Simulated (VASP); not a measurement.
Input of a VASP 6.6.1 run:

Contents of INCAR:

```
SYSTEM = AlN
PREC = Accurate
ENCUT = 600
EDIFF = 1E-6
ISMEAR = -1
SIGMA = 0.01
LREAL = .FALSE.
LASPH = .TRUE.
NELM = 120
ALGO = Normal
ISIF = 2
LWAVE = .FALSE.
LCHARG = .FALSE.
GGA = PE
NBANDS = 16
GGA_COMPAT = .FALSE.
```

KPOINTS

```
Automatic mesh
0
G
  8 8 4
  0 0 0
```

The input POSCAR:

```
AlN
1.0
    3.1297569663      0.0000000289      0.0000000000
   -1.5648785082      2.7104490260      0.0000000000
    0.0000000000      0.0000000000      5.0174032534
Al N
2 2
Direct
    0.6671048056      0.3329323773      0.5000247799
    0.3329323766      0.6671048056      1.0000247801
    0.6639230869      0.3360397300      0.8799752205
    0.3360397293      0.6639230869      0.3799752203
```

Potentials or basis: VASP PAW PBE potentials, release 64 (Al, N).

The run is started by

```console
$ cat potpaw_PBE.64/Al/POTCAR potpaw_PBE.64/N/POTCAR > POTCAR
$ mpirun -np 1 vasp_std > vasp.out
```

Question: What does it give for the band gap on the k mesh?

Answer: 4.07 eV.

Question: Predict the largest force.

Answer: 0.228 eV/Å.

Stress tensor (GPa, compression positive):
```
-0.12 -0.81  0.00
-0.81 -1.05  0.00
 0.00  0.00  0.43
```
